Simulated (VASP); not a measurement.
Wanted: the native input for a VASP 6.6.1 run.

```yaml
Task: single point
Functional: PBE
Potentials_or_basis: VASP PAW PBE potentials, release 64 (Ta_pv, N)
Cutoff: 520 eV
k_mesh: 6 × 6 × 8
Occupations: gaussian, width 0.1 eV
Spin: no spin polarisation
Dipole_correction: no
Further_INCAR_settings: ALGO = Normal; EDIFF = 1e-06; NBANDS = 33
```

The structure of TaN lies in POSCAR:

```
TaN
1.0
    5.2572652788      0.0000000000      0.0000000000
   -2.6286326394      4.5529252859      0.0000000000
    0.0000000000      0.0000000000      2.9251065109
Ta N
3 3
Direct
    0.0000000000      0.0000000000      0.0000000000
    0.3333333333      0.6666666667      0.5000000000
    0.6666666667      0.3333333333      0.5000000000
    0.5000000000      0.0000000000      0.0000000000
    0.5000000000      0.5000000000      0.0000000000
    0.0000000000      0.5000000000      0.0000000000
```

The input as run:

INCAR

```
SYSTEM = TaN
PREC     = Accurate       ! precision mode
ENCUT    = 520            ! plane-wave cutoff, eV
EDIFF    = 1E-6           ! SCF threshold, eV
ISMEAR   = 0              ! smearing method
SIGMA    = 0.1            ! smearing width, eV
LREAL    = .False.        ! projectors in reciprocal space
LASPH    = .True.         ! aspherical terms in the spheres
NELM     = 80             ! most SCF steps
ALGO     = Normal         ! electronic algorithm
ISIF     = 2              ! what is computed and relaxed
LWAVE    = .False.        ! write WAVECAR
LCHARG   = .False.        ! write CHGCAR
GGA      = PE             ! functional
NBANDS   = 33             ! bands
```

KPOINTS

```
regular mesh
0
Gamma
  6 6 8
  0 0 0
```

Potentials or basis: VASP PAW PBE potentials, release 64 (Ta_pv, N).

Launch:

```sh
$ cat potpaw_PBE.64/Ta_pv/POTCAR potpaw_PBE.64/N/POTCAR > POTCAR
$ mpirun -np 1 vasp_std > vasp.out
```

Results of the run:

- Pressure: 0.9 GPa
- Band gap on the k mesh: zero (band 24 reaches 8.71 eV, above the bottom of band 25 at 6.67 eV)

Caveat: spin-orbit coupling is left out, which moves the levels of the heavy elements.

Run time: 2.1 min on 1 thread of Intel(R) Xeon(R) Platinum 8259CL CPU @ 2.50GHz (Skylake/Cascade Lake), with other jobs on the host, peak memory 0.21 GiB.
